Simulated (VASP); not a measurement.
A run of VASP 6.6.1:

INCAR

```
ALGO     = Normal         # electronic algorithm
EDIFF    = 1E-6           # SCF threshold, eV
ENCUT    = 520            # plane-wave cutoff, eV
GGA      = PE             # functional
ISIF     = 2              # what is computed and relaxed
ISMEAR   = -1             # smearing method
LASPH    = True           # aspherical terms in the spheres
LCHARG   = False          # write CHGCAR
LREAL    = False          # projectors in reciprocal space
LWAVE    = False          # write WAVECAR
NBANDS   = 14             # bands
NELM     = 100            # most SCF steps
PREC     = Accurate       # precision mode
SIGMA    = 0.1            # smearing width, eV
```

The input KPOINTS:

```
k-points
0
Gamma
  17 17 15
```

Contents of POSCAR:

```
Rh
1.0
    2.2391282396      0.0000000000      0.0000000000
   -1.1195641198      1.9391419378      0.0000000000
    0.0000000000      0.0000000000      2.1213506196
Rh
1
Direct
    0.0000000000      0.0000000000      0.0000000000
```

Potentials or basis: VASP PAW PBE potentials, release 64 (Rh_pv).

Run with:

```sh
$ cat potpaw_PBE.64/Rh_pv/POTCAR > POTCAR
$ mpirun -np 1 vasp_std > vasp.out
```

Hardware: 1 thread of Intel(R) Xeon(R) 6975P-C (Granite Rapids), with other jobs on the host.

Q: How long does it take, and how much memory?

A: Run time: 10 s on 1 thread of Intel(R) Xeon(R) 6975P-C (Granite Rapids), with other jobs on the host, peak memory 0.14 GiB. Counts: scf iterations 11, k points 264.
